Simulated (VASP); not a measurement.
Wanted: the native input for a VASP 6.6.1 run.

```
Task                   : single point
Functional             : PBE
Potentials or basis    : VASP PAW PBE potentials, release 64 (Cr_pv)
Cutoff                 : 520 eV
k mesh                 : 20 × 20 × 10
Occupations            : gaussian, width 0.05 eV
Spin                   : collinear spin, antiferromagnetic start
Starting moments       : [0.98, -0.98] μB
Dipole correction      : no
Further INCAR settings : ALGO = Normal; EDIFF = 1e-06; NBANDS = 23
```

The structure of Cr lies in POSCAR:

```
Cr
1.0
    0.0000000000      2.8719732733      0.0000000000
    2.8719732733      0.0000000000      0.0000000000
    2.8719732733      2.8719732733     -2.8719732733
Cr
2
Direct
    0.0000000000      0.0000000000      0.0000000000
    0.0000000000      0.0000000000      0.5000000000
```

One way to write it, as run:

INCAR

```
SYSTEM = Cr
  ALGO = Normal
  EDIFF = 1E-6
  ENCUT = 520
  GGA = PE
  ISIF = 2
  ISMEAR = 0
  ISPIN = 2
  LASPH = .True.
  LCHARG = .True.
  LELF = .True.
  LMAXMIX = 4
  LORBIT = 11
  LREAL = .False.
  LVHAR = .True.
  LWAVE = .False.
  MAGMOM = 0.98 -0.98
  NBANDS = 23
  NELM = 150
  PREC = Accurate
  SIGMA = 0.05
```

KPOINTS

```
k-points
0
Gamma
  20 20 10
  0 0 0
```

Potentials or basis: VASP PAW PBE potentials, release 64 (Cr_pv).

The run is started by

```sh
$ cat potpaw_PBE.64/Cr_pv/POTCAR > POTCAR
$ mpirun -np 1 vasp_std > vasp.out
```

Results of the run:

```json
{
  "Pressure": "-1.1 GPa",
  "Band gap on the k mesh": "zero (filled and empty bands overlap)",
  "Net moment": "0.00 μB per cell",
  "Site moments": "Cr +1.17, -1.17 μB",
  "Valence electrons inside the program's atomic spheres": "Cr 11.01"
}
```

Caveat: an empty level that is flat over the whole mesh can mark a ghost state of the potentials, or a narrow d or f band.

Wall time 4.7 min on 1 thread of Intel(R) Xeon(R) Platinum 8375C CPU @ 2.90GHz (Ice Lake), on a shared host, peak memory 0.25 GiB.
